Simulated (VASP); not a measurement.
# F (C2/m) in VASP: notebook

Runs on F. Level: PBEsol. Tasks: single point.

Everything below comes from runs of VASP 6.6.1. Logs are shortened: lines on timing, memory, paths and dates and some standing lists are left out, and cuts for length are marked.

### Step 1. The cell of the first run

Symmetry: C2/m, No. 12, monoclinic system. Conventional cell: a = 6.219 Å, b = 3.564 Å, c = 7.507 Å, α = 90.00°, β = 112.50°, γ = 90.00°. F (site symmetry m) has 1 F at 1.36 Å within 1.8 Å. Within 1.9 Å of F (site symmetry m) lie 1 F at 1.40 Å.

### Step 2. Single point, PBEsol

Contents of INCAR:

```
PREC = Accurate
ENCUT = 520
EDIFF = 1E-7
ISMEAR = 0
SIGMA = 0.05
LREAL = F
LASPH = T
NELM = 100
ALGO = Normal
ISIF = 2
LWAVE = F
LCHARG = T
GGA = PS
LELF = T
LVHAR = T
NBANDS = 22
```

Contents of KPOINTS:

```
regular mesh
0
Gamma
  4 4 2
```

Contents of POSCAR:

```
F
1.0
    3.1004838602     -1.7819543364     -0.2391360627
    3.1004838602      1.7819543364     -0.2391360627
   -2.3313270155      0.0000000000      7.1362390124
F
4
Direct
    0.0848459664      0.0848459664      0.0900077731
    0.9151540336      0.9151540336      0.9099922269
    0.5015719855      0.5015719855      0.5937195244
    0.4984280145      0.4984280145      0.4062804756
```

Potentials or basis: VASP PAW PBE potentials, release 64 (F).

On the command line:

```bash
> cat potpaw_PBE.64/F/POTCAR > POTCAR
> mpirun -np 1 vasp_std > vasp.out
```

OUTCAR:

```text
PREC = Accurate
   ENCUT = 520
   EDIFF = 1E-7
   ISMEAR = 0
   LREAL = F
   LASPH = T
   NELM = 100
   ISIF = 2
   GGA = PS

 ion  position               nearest neighbor table
   1  0.085  0.085  0.090-   2 1.36
   2  0.915  0.915  0.910-   1 1.36
   3  0.502  0.502  0.594-   4 1.40
   4  0.498  0.498  0.406-   3 1.40

  LATTYP: Found a base centered monoclinic cell.
 ALAT       =     6.2193846074
 B/A-ratio  =     0.5730323654
 C/A-ratio  =     1.2070962569
 COS(beta)  =    -0.3827161857

  Lattice vectors:

 A1 = (   3.1004838602,  -1.7819543364,  -0.2391360627)
 A2 = (   3.1004838602,   1.7819543364,  -0.2391360627)
 A3 = (  -2.3313270155,   0.0000000000,   7.1362390124)

Analysis of symmetry for initial positions (statically):
=====================================================================
 Subroutine PRICEL returns:
 Original cell was already a primitive cell.

 Routine SETGRP: Setting up the symmetry group for a
 base centered monoclinic supercell.

 Subroutine GETGRP returns: Found  4 space group operations
 (whereof  4 operations were pure point group operations)
 out of a pool of  4 trial point group operations.

The static configuration has the point symmetry C_2h.

Analysis of symmetry for dynamics (positions and initial velocities):
=====================================================================
 Subroutine PRICEL returns:
 Original cell was already a primitive cell.

 Routine SETGRP: Setting up the symmetry group for a
 base centered monoclinic supercell.

 Subroutine GETGRP returns: Found  4 space group operations
 (whereof  4 operations were pure point group operations)
 out of a pool of  4 trial point group operations.

The dynamic configuration has the point symmetry C_2h.

 Subroutine INISYM returns: Found  4 space group operations
 (whereof  4 operations are pure point group operations),
 and found     1 'primitive' translations

----------------------------------------------------------------------------------------

                                     Primitive cell

  volume of cell :      76.8674

  direct lattice vectors                    reciprocal lattice vectors
[... 74 lines left out ...]
   ISPIN  =      1    spin polarized calculation?
   LNONCOLLINEAR =      F non collinear calculations
   LSORBIT =      F    spin-orbit coupling
   LASPH  =      T    aspherical Exc in radial PAW
   ENCUT  =  520.0 eV  38.22 Ry    6.18 a.u.   6.66  6.66 13.96*2*pi/ulx,y,z
   NELM   =    100;   NELMIN=  2; NELMDL= -5     # of ELM steps
   EDIFF  = 0.1E-06   stopping-criterion for ELM
   LREAL  =      F    real-space projection
   EDIFFG = 0.1E-05   stopping-criterion for IOM
   NSW    =      0    number of steps for IOM
   IBRION =     -1    ionic relax: 0-MD 1-quasi-New 2-CG
   NFREE  =      0    steps in history (QN), initial steepest desc. (CG)
   ISIF   =      2    stress and relaxation
   ISYM   =      2    0-nonsym 1-usesym 2-fastsym
   POTIM  = 0.5000    time-step for ionic-motion
   TEBEG  =    0.0;   TEEND  =   0.0 temperature during run
   PSTRESS=    0.0 pullay stress
   NELECT =      28.0000    total number of electrons
   NUPDOWN=      -1.0000    fix difference up-down
   EMIN   =  10.00;   EMAX   =-10.00  energy-range for DOS
   EFERMI =   0.00;   METHOD = LEGACY
   ISMEAR =     0;   SIGMA  =   0.05  broadening in eV -4-tet -1-fermi 0-gaus
   EFERMI_NEDOS =   21; number of points for ismear=-14 and -15
   IALGO  =     38    algorithm
   IMIX   =      4    mixing-type and parameters
     AMIX     =   0.40;   BMIX     =  1.00
     AMIX_MAG =   1.60;   BMIX_MAG =  1.00
  volume/ion in A,a.u.               =      19.22       129.68
  Fermi-wavevector in a.u.,A,eV,Ry     =   1.169177  2.209423 18.598807  1.366974
  Thomas-Fermi vector in A             =   2.305653
   LORBIT       =      0    0 simple, 1 ext, 2 COOP (PROOUT), +10 PAW based schemes
   GGA     = PS    functional components
   LHFCALC =     F    Hartree Fock is set to
   AEXX    =    0.0000 exact exchange contribution
   IVDW    =     0    specifies the selected vdW correction
   LEPSILON=     F    determine dielectric tensor
   LRPA    =     F    only Hartree local field effects (RPA)
 non-spin polarized calculation
 Gauss-broadening in eV      SIGMA  =   0.05
  energy-cutoff  :      520.00
  volume of cell :       76.87
 maximum number of plane-waves:      2097
 NGX is ok and might be reduce to    28
   NGX = 13   NGY = 13   NGZ = 27

 number of electron      28.0000011 magnetization

 Free energy of the ion-electron system (eV)
  ---------------------------------------------------
  ext. energy  EPLUGINS =         0.00000000
  ---------------------------------------------------
  free energy    TOTEN  =        -7.73900344 eV

  energy without entropy =       -7.73900344  energy(sigma->0) =       -7.73900344

 E-fermi :  -5.3218     XC(G=0):  -6.7395

 val. band max:       -5.6506840289   @ k =   0.5000   0.5000  -0.0000
 cond. band min:      -2.5515589727   @ k =   0.0000   0.0000   0.0000
 fundamental gap:      3.0991250561
 Fermi energy:        -5.3218026551

 k-point     1 :       0.0000    0.0000    0.0000
  band No.  band energies     occupation
      1     -31.4045      2.00000
      2     -30.8450      2.00000
      3     -24.1880      2.00000
      4     -23.7879      2.00000
      5     -12.5378      2.00000
      6     -11.9573      2.00000
[... 339 lines left out ...]
     21       9.0222      0.00000
     22       9.2299      0.00000

------------------------ aborting loop because EDIFF is reached ----------------------------------------

  FORCE on cell =-STRESS in cart. coord.  units (eV):
  Direction    XX          YY          ZZ          XY          YZ          ZX
  --------------------------------------------------------------------------------------
  -------------------------------------------------------------------------------------
  Total        0.4978918     -0.2510856      2.7855603      0.0000000      0.0000000      1.1256879
  in kB       10.3777528     -5.2334746     58.0605143      0.0000000      0.0000000     23.4631503
  external PRESSURE =      21.0682642 kB  Pullay stress =       0.0000000 kB

 VOLUME and BASIS-vectors are now :
 -----------------------------------------------------------------------------
  energy-cutoff  :      520.00
  volume of cell :       76.87
      direct lattice vectors                 reciprocal lattice vectors
     3.100483860 -1.781954336 -0.239136063     0.165433587 -0.280590804  0.054045246
     3.100483860  1.781954336 -0.239136063     0.165433587  0.280590804  0.054045246
    -2.331327015  0.000000000  7.136239012     0.011087391  0.000000000  0.143751959

 POSITION                                       TOTAL-FORCE (eV/Angst)
 -----------------------------------------------------------------------------------
      0.31629      0.00000      0.60174         1.055914      0.000000      2.033486
      3.55335      0.00000      6.05623        -1.055914      0.000000     -2.033486
      1.72608      0.00000      3.99704        -0.134565      0.000000      0.405058
      2.14356      0.00000      2.66093         0.134565      0.000000     -0.405058
 -----------------------------------------------------------------------------------
    total drift:                                0.000000      0.000000     -0.000000

  FREE ENERGIE OF THE ION-ELECTRON SYSTEM (eV)
  ---------------------------------------------------
  free  energy   TOTEN  =        -7.7390034429 eV

  energy  without entropy=       -7.7390034429  energy(sigma->0) =       -7.73900344
```

Wall time 14 s (1 thread of Intel Xeon Platinum 8488C (Sapphire Rapids), shared host); peak memory 0.18 GiB.

Results:

| Quantity | Value |
| --- | --- |
| Free energy | -7.7390 eV |
| Pressure | 2.1 GPa |
| Largest force | 2.291 eV/Å |
| Band gap on the k mesh | 3.10 eV, indirect (least direct gap 3.16 eV) |

Forces in eV/Å, atoms in the order of the input:
```
F    1.056  0.000  2.033
F   -1.056  0.000 -2.033
F   -0.135  0.000  0.405
F    0.135  0.000 -0.405
```

Caveat: the k points lie up to 0.52 Å⁻¹ apart; the PAW data sets were made with another functional, which shifts forces and pressure a little.

### Step 3. Single point, PBEsol

Contents of INCAR:

```
SYSTEM = F
  PREC = Accurate
  ENCUT = 520
  EDIFF = 1E-6
  ISMEAR = 0
  SIGMA = 0.05
  LREAL = .False.
  LASPH = .True.
  NELM = 60
  ALGO = Normal
  ISIF = 2
  LWAVE = .False.
  LCHARG = .False.
  GGA = PS
  NBANDS = 22
```

Contents of KPOINTS:

```
Automatic mesh
0
Gamma
  4 4 2
  0 0 0
```

POSCAR, as its differences from that of step 2:

```diff
@@ -8,4 +8,4 @@
 Direct
-    0.0848459664      0.0848459664      0.0900077731
-    0.9151540336      0.9151540336      0.9099922269
+    0.0848459664      0.0848459664      0.0780195948
+    0.9151540336      0.9151540336      0.9219804052
     0.5015719855      0.5015719855      0.5937195244
```

Potentials or basis: VASP PAW PBE potentials, release 64 (F).

On the command line:

```bash
> cat potpaw_PBE.64/F/POTCAR > POTCAR
> mpirun -np 1 vasp_std > vasp.out
```

Run time: 12 s. Hardware: 1 thread of Intel Xeon Platinum 8488C (Sapphire Rapids), shared host; peak memory 0.18 GiB.

Results (log left out):

```yaml
Free_energy: -7.0078 eV
Pressure: 9.5 GPa
Largest_force: 11.031 eV/Å
Band_gap_on_the_k_mesh: 2.71 eV, indirect (least direct gap 2.77 eV)
```

Forces in eV/Å, atoms in the order of the input:
```
F    6.085  0.000  9.201
F   -6.085  0.000 -9.201
F   -0.150  0.000  0.390
F    0.150  0.000 -0.390
```

Stress tensor (GPa, compression positive):
```
 8.44  0.00 12.90
 0.00 -0.54  0.00
12.90  0.00 20.52
```

Levels at points of the mesh, in eV from the valence-band top:
```csv
k point,band 10,band 11,band 12,band 13,band 14,band 15,band 16,band 17,band 18,band 19
"(0.00, 0.00, 0.00)",-4.18,-0.84,-0.75,-0.19,-0.05,2.71,6.18,7.91,10.45,11.42
"(0.50, 0.00, 0.00)",-4.26,-0.94,-0.85,-0.24,-0.10,2.83,6.26,11.77,11.78,13.43
"(0.50, 0.50, 0.00)",-4.28,-0.88,-0.77,-0.09,0.00,2.80,6.21,12.09,12.20,12.39
"(0.00, 0.00, 0.50)",-4.18,-0.85,-0.75,-0.19,-0.05,2.74,6.00,8.76,9.01,14.01
"(0.50, 0.00, 0.50)",-4.27,-0.96,-0.83,-0.23,-0.07,2.81,6.29,11.55,12.49,12.76
"(0.50, 0.50, 0.50)",-4.29,-0.91,-0.75,-0.11,-0.01,2.82,6.23,11.74,11.77,13.55
```

Caveat: the k points lie up to 0.52 Å⁻¹ apart; the standard files for N, O and F lose accuracy on very short bonds; the PAW data sets were made with another functional, which shifts forces and pressure a little. A k mesh can miss the band edges.

### Step 4. Single point, PBEsol

Contents of INCAR:

```
SYSTEM = F
ALGO     = Normal         ! electronic algorithm
EDIFF    = 1E-7           ! SCF threshold, eV
ENCUT    = 520            ! plane-wave cutoff, eV
GGA      = PS             ! functional
ISIF     = 2              ! what is computed and relaxed
ISMEAR   = 0              ! smearing method
LASPH    = .True.         ! aspherical terms in the spheres
LCHARG   = .False.        ! write CHGCAR
LREAL    = .False.        ! projectors in reciprocal space
LWAVE    = .False.        ! write WAVECAR
NBANDS   = 22             ! bands
NELM     = 80             ! most SCF steps
PREC     = Accurate       ! precision mode
SIGMA    = 0.05           ! smearing width, eV
```

Contents of KPOINTS:

```
k-points
0
Gamma
  4 4 2
  0 0 0
```

POSCAR, as its differences from that of step 3:

```diff
@@ -8,4 +8,4 @@
 Direct
-    0.0848459664      0.0848459664      0.0780195948
-    0.9151540336      0.9151540336      0.9219804052
+    0.0848459664      0.0848459664      0.0860117137
+    0.9151540336      0.9151540336      0.9139882863
     0.5015719855      0.5015719855      0.5937195244
```

On the command line:

```bash
> cat potpaw_PBE.64/F/POTCAR > POTCAR
> mpirun -np 1 vasp_std > vasp.out
```

It took 13 s on 1 thread of Intel Xeon Platinum 8488C (Sapphire Rapids), shared host; peak memory 0.18 GiB.

Results (log left out):

```yaml
Free_energy: -7.5982 eV
Pressure: 4.2 GPa
Largest_force: 4.623 eV/Å
Band_gap_on_the_k_mesh: 3.03 eV, indirect (least direct gap 3.07 eV)
```

Forces on the atoms (eV/Å):
```
F    2.265  0.000  4.030
F   -2.265  0.000 -4.030
F   -0.141  0.000  0.399
F    0.141  0.000 -0.399
```

Stress tensor (GPa, compression positive):
```
 2.75  0.00  5.16
 0.00 -0.53  0.00
 5.16  0.00 10.35
```

Levels at points of the mesh, in eV from the valence-band top:
```tsv
k point	band 11	band 12	band 13	band 14	band 15	band 16	band 17	band 18
(0.00, 0.00, 0.00)	-0.50	-0.39	-0.14	-0.05	3.03	4.79	8.31	10.80
(0.50, 0.00, 0.00)	-0.58	-0.50	-0.23	-0.12	3.19	4.79	12.19	12.26
(0.50, 0.50, 0.00)	-0.53	-0.44	-0.13	0.00	3.16	4.76	12.51	12.74
(0.00, 0.00, 0.50)	-0.50	-0.39	-0.16	-0.05	3.10	4.65	9.16	9.24
(0.50, 0.00, 0.50)	-0.63	-0.49	-0.20	-0.07	3.15	4.81	12.04	12.91
(0.50, 0.50, 0.50)	-0.57	-0.40	-0.16	-0.03	3.18	4.77	12.12	12.23
```

Caveat: the k points lie up to 0.52 Å⁻¹ apart; the PAW data sets were made with another functional, which shifts forces and pressure a little.

### Step 5. Single point, PBEsol

Contents of INCAR:

```
SYSTEM = F
  PREC = Accurate
  ENCUT = 520
  EDIFF = 1E-7
  ISMEAR = 0
  SIGMA = 0.05
  LREAL = .False.
  LASPH = .True.
  NELM = 100
  ALGO = Normal
  ISIF = 2
  LWAVE = .False.
  LCHARG = .False.
  GGA = PS
  NBANDS = 22
```

Contents of KPOINTS:

```
Automatic mesh
0
Gamma
  4 4 2
  0 0 0
```

POSCAR, as its differences from that of step 4:

```diff
@@ -8,4 +8,4 @@
 Direct
-    0.0848459664      0.0848459664      0.0860117137
-    0.9151540336      0.9151540336      0.9139882863
+    0.0848459664      0.0848459664      0.1099880702
+    0.9151540336      0.9151540336      0.8900119298
     0.5015719855      0.5015719855      0.5937195244
```

On the command line:

```bash
> cat potpaw_PBE.64/F/POTCAR > POTCAR
> mpirun -np 1 vasp_std > vasp.out
```

Run time: 14 s. Hardware: 1 thread of Intel Xeon Platinum 8488C (Sapphire Rapids), shared host; peak memory 0.18 GiB.

The run converged. Its results:

- Free energy: -7.4380 eV
- Pressure: -4.2 GPa
- Largest force: 3.462 eV/Å
- Band gap on the k mesh: 1.51 eV, indirect (least direct gap 1.58 eV)

Forces on the atoms (eV/Å):
```
F   -1.121  0.000 -3.275
F    1.121  0.000  3.275
F   -0.061  0.000  0.408
F    0.061  0.000 -0.408
```

Stress tensor (GPa, compression positive):
```
-2.02  0.00 -4.18
 0.00 -0.52  0.00
-4.18  0.00 -9.91
```

Levels at points of the mesh, in eV from the valence-band top:
```csv
k point,band 12,band 13,band 14,band 15,band 16,band 17
"(0.00, 0.00, 0.00)",-0.19,-0.10,-0.08,1.51,3.48,8.92
"(0.50, 0.00, 0.00)",-0.34,-0.24,-0.24,1.66,3.49,12.78
"(0.50, 0.50, 0.00)",-0.33,-0.17,0.00,1.61,3.47,13.06
"(0.00, 0.00, 0.50)",-0.21,-0.17,-0.12,1.58,3.40,9.63
"(0.50, 0.00, 0.50)",-0.38,-0.20,-0.05,1.61,3.49,12.78
"(0.50, 0.50, 0.50)",-0.36,-0.20,-0.12,1.67,3.48,12.75
```

Caveat: the k points lie up to 0.52 Å⁻¹ apart; the PAW data sets were made with another functional, which shifts forces and pressure a little.

[end of part 1 of 2]
